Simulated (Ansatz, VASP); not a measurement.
**Two plane-wave programs on Zr**

The input INCAR:

```
SYSTEM = Zr
  ALGO = Normal
  EDIFF = 1E-6
  ENCUT = 520
  GGA = PE
  ISIF = 2
  ISMEAR = -1
  LASPH = .True.
  LCHARG = .True.
  LELF = .True.
  LREAL = .False.
  LVHAR = .True.
  LWAVE = .False.
  NBANDS = 32
  NELM = 60
  PREC = Accurate
  SIGMA = 0.1
```

File KPOINTS:

```
k-points
0
Gamma
  13 13 4
  0 0 0
```

POSCAR

```
Zr
1.0
    3.2200733473      0.0000000000      0.0000000000
   -1.6100366737      2.7886653208      0.0000000000
    0.0000000000      0.0000000000     10.4339571402
Zr
4
Direct
    0.0000000000      1.0000000000      0.0000000000
    0.0000000000      1.0000000000      0.5000000000
    0.3333333333      0.6666666667      0.2500000000
    0.6666666667      0.3333333333      0.7500000000
```

Input for Ansatz:

```yaml
crystal:
  lattice:
    - [3.2200733473, 0.0, 0.0]
    - [-1.6100366737, 2.7886653208, 0.0]
    - [0.0, 0.0, 10.4339571402]
  atoms:
    - { symbol: Zr, position: [0.0, 1.0, 0.0] }
    - { symbol: Zr, position: [0.0, 1.0, 0.5] }
    - { symbol: Zr, position: [0.3333333333, 0.6666666667, 0.25] }
    - { symbol: Zr, position: [0.6666666667, 0.3333333333, 0.75] }
hamiltonian:
  xc: pbe
  pseudopotentials:
    kind: paw
    azcp:
      Zr: "pseudopotentials/Zr.paw.azcp"
basis:
  ecutwfc: 420
  fft_grid_basis: typed
kpoints:
  mp_grid: { grid: [13, 13, 4], shift: [0, 0, 0] }
magnetization:
  spin_polarized: false
scf:
  occupations: { method: fermi_dirac, width: 0.1 }
  lower_state_search: "off"
output:
  stress: true
  write_density: true
  write_potential: true
  elf: true
  volumetric_format: npy
```

Alike in both runs: task single point; functional PBE; k mesh 13 × 13 × 4; occupations fermi-dirac, width 0.1 eV; no spin polarisation.

|  | VASP | Ansatz |
| --- | --- | --- |
| version | VASP 6.6.1 | Ansatz 0.2.0 |
| potentials or method | VASP PAW PBE potentials, release 64 (Zr_sv), cutoff 520 eV | plane waves (420 eV) with PAW, scalar-relativistic |
| valence electrons in the cell | 48 | 48 |

Ansatz gave:

- pressure (GPa): 0.1
- traceless stress, the component that is largest in VASP (GPa): -0.06

**Question.** What did VASP give for the same quantities?

**Answer.** Pressure (GPa): 0.1; traceless stress, the component that is largest in VASP (GPa): -0.07.
